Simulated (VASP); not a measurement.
Wanted: the native input for a VASP 6.6.1 run.

* Task: single point
* Functional: PBE
* Potentials or basis: VASP PAW PBE potentials, release 64 (Sn_d)
* Cutoff: 520 eV
* k mesh: 6 × 6 × 6
* Occupations: gaussian, width 0.1 eV
* Spin: no spin polarisation
* Dipole correction: no
* Further INCAR settings: ALGO = Normal; EDIFF = 1e-07; NBANDS = 21

The structure of Sn lies in POSCAR:

```
Sn
1.0
    1.6011341767     -4.8710812664      0.0000000000
    1.6011341767      4.8710812664      0.0000000000
    0.0000000000      0.0000000000      3.7394140679
Sn
2
Direct
    0.8627109412      0.1372890588      0.2500000000
    0.1372890588      0.8627109412      0.7500000000
```

These files were run (other wordings do the same):

INCAR

```
SYSTEM = Sn
PREC     = Accurate       ! precision mode
ENCUT    = 520            ! plane-wave cutoff, eV
EDIFF    = 1E-7           ! SCF threshold, eV
ISMEAR   = 0              ! smearing method
SIGMA    = 0.1            ! smearing width, eV
LREAL    = .FALSE.        ! projectors in reciprocal space
LASPH    = .TRUE.         ! aspherical terms in the spheres
NELM     = 60             ! most SCF steps
ALGO     = Normal         ! electronic algorithm
ISIF     = 2              ! what is computed and relaxed
LWAVE    = .FALSE.        ! write WAVECAR
LCHARG   = .FALSE.        ! write CHGCAR
GGA      = PE             ! functional
NBANDS   = 21             ! bands
```

KPOINTS

```
Automatic mesh
0
G
  6 6 6
  0 0 0
```

Potentials or basis: VASP PAW PBE potentials, release 64 (Sn_d).

The run is started by

```bash
$ cat potpaw_PBE.64/Sn_d/POTCAR > POTCAR
$ mpirun -np 1 vasp_std > vasp.out
```

Results of the run:

- Pressure: -0.1 GPa
- Largest force: 0.008 eV/Å
- Band gap on the k mesh: zero (band 14 reaches 9.63 eV, above the bottom of band 15 at 5.80 eV)

Caveat: spin-orbit coupling is left out, which moves the levels of the heavy elements.

It took 56 s on 1 thread of Intel(R) Xeon(R) Platinum 8488C (Sapphire Rapids), with other jobs on the host, peak memory 0.22 GiB.
